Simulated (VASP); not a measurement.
Here is a VASP 6.6.1 calculation.

Contents of INCAR:

```
PREC     = Accurate       # precision mode
ENCUT    = 520            # plane-wave cutoff, eV
EDIFF    = 1E-6           # SCF threshold, eV
ISMEAR   = -1             # smearing method
SIGMA    = 0.2809         # smearing width, eV
LREAL    = Auto         
LASPH    = T              # aspherical terms in the spheres
NELM     = 100            # most SCF steps
ALGO     = Normal         # electronic algorithm
ISIF     = 2              # what is computed and relaxed
LWAVE    = F              # write WAVECAR
LCHARG   = T              # write CHGCAR
GGA      = PE             # functional
LELF     = T              # ELF
LVHAR    = T            
NBANDS   = 119            # bands
ISYM     = 0
```

The input KPOINTS:

```
Automatic mesh
0
Gamma
  1 1 1
  0.25 0.25 0.25
```

File POSCAR:

```
Co14NiW5
1.0
    6.4067140000     -0.0639040000     -0.2633820000
   -0.0639040000      6.1558140000      0.0545630000
   -0.2633820000      0.0545630000      6.6380590000
Co W Ni
14 5 1
Direct
    0.7585726353      0.9394070444      0.4892287808
    0.6145664124      0.2063328848      0.6957716992
    0.2730927528      0.5222627411      0.8444445121
    0.3266610463      0.3541878381      0.2422977995
    0.5122548612      0.6094460218      0.5702908797
    0.5444748828      0.0727872050      0.1515610806
    0.2809655371      0.8115529321      0.1285105333
    1.0165200206      0.2687039528      0.9431691978
   -0.0379893113      0.5512794140      0.0622912271
    0.6798392027      0.4710158914      1.0040911611
    0.3529185491      1.0142500972      0.5117379742
    0.6261945899      0.7389560826      0.2185206131
    0.8317607006      0.5235161699      0.7240743392
    0.2938723849      0.1094391329      0.9263910383
    0.1137669716      0.6358674832      0.4138740459
    0.0443715337      0.8916736237      0.7785961642
    0.7039498554      0.8684101936      0.8962590805
    0.9535467788      0.9920682388      0.2146857746
    0.7625272662      0.3696543150      0.4164055348
    0.0461756710      0.2351819749      0.6052511143
```

Potentials or basis: VASP PAW PBE potentials, release 64 (Co, W_sv, Ni).

Command:

```console
$ cat potpaw_PBE.64/Co/POTCAR potpaw_PBE.64/W_sv/POTCAR potpaw_PBE.64/Ni/POTCAR > POTCAR
$ mpirun -np 1 vasp_std > vasp.out
```

Estimate the pressure.

6.5 GPa.

Predict the largest force.

8.413 eV/Å.

Stress tensor (GPa, compression positive):
```
 9.32 -1.53  0.66
-1.53  5.65  2.06
 0.66  2.06  4.49
```

Caveat: the k points lie up to 1.02 Å⁻¹ apart, too coarse for converged energies, forces and pressures; atoms lie so close that the PAW spheres overlap strongly, which falsifies energies and pressures; the atoms stand as in a frame of molecular dynamics; so wide a smearing shifts energies and pressures; spin-orbit coupling is left out, which moves the levels of the heavy elements; the run has no spin polarisation, though such a crystal can be magnetic. Spin polarisation is off, so any magnetic state and its effect on volume and gap are missing.
